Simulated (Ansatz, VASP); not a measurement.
## Ag: VASP beside Ansatz

The input INCAR:

```
SYSTEM = Ag
  PREC = Accurate
  ENCUT = 400
  EDIFF = 1E-8
  ISMEAR = -1
  SIGMA = 0.03
  LREAL = .FALSE.
  LASPH = .TRUE.
  NELM = 120
  ALGO = Normal
  ISIF = 2
  LWAVE = .FALSE.
  LCHARG = .FALSE.
  GGA = PS
  LEFG = .TRUE.
  NBANDS = 12
  GGA_COMPAT = .FALSE.
```

File KPOINTS:

```
Automatic mesh
0
G
  15 15 15
  0 0 0
```

File POSCAR:

```
Ag
1.0
    0.0000000000      2.0431000000      2.0226690000
    2.0431000000      0.0000000000      2.0226690000
    2.0431000000      2.0431000000      0.0000000000
Ag
1
Direct
    0.0000000000      0.0000000000      0.0000000000
```

Input for Ansatz:

```yaml
crystal:
  lattice:
    - [0.0, 2.0431, 2.022669]
    - [2.0431, 0.0, 2.022669]
    - [2.0431, 2.0431, 0.0]
  atoms:
    - { symbol: Ag, position: [0.0, 0.0, 0.0] }
kpoints:
  mp_grid: { grid: [15, 15, 15] }
scf:
  occupations: { method: fermi_dirac, width: 0.03 }
hamiltonian:
  xc: pbesol
  pseudopotentials: { kind: all_electron, datasets: crystal }
output:
  forces: true
  stress: true
  eigenvalues: true
  efg: { contact_densities: true }
```

Change from the starting cell: zz strain of -1 %, crystal datasets.

Alike in both runs: task electric field gradients; functional PBEsol; k mesh 15 × 15 × 15; occupations fermi-dirac, width 0.03 eV; no spin polarisation.

```csv
,VASP,Ansatz
version,VASP 6.6.1,Ansatz 0.2.0
potentials or method,"VASP PAW PBE potentials, release 64 (Ag), cutoff 400 eV","all-electron PAW with datasets made for the crystal, scalar-relativistic"
```

VASP gave:

* pressure (GPa): -2.2
* size of Vzz on the site where it differs most (V/Å²): 0.9

Estimate Ansatz's values.

pressure (GPa): -1.7; size of Vzz on the site where it differs most (V/Å²): 1.2.

VASP's potentials were made for PBE, not for PBEsol. Ansatz ran all-electron here, and VASP with PAW potentials.
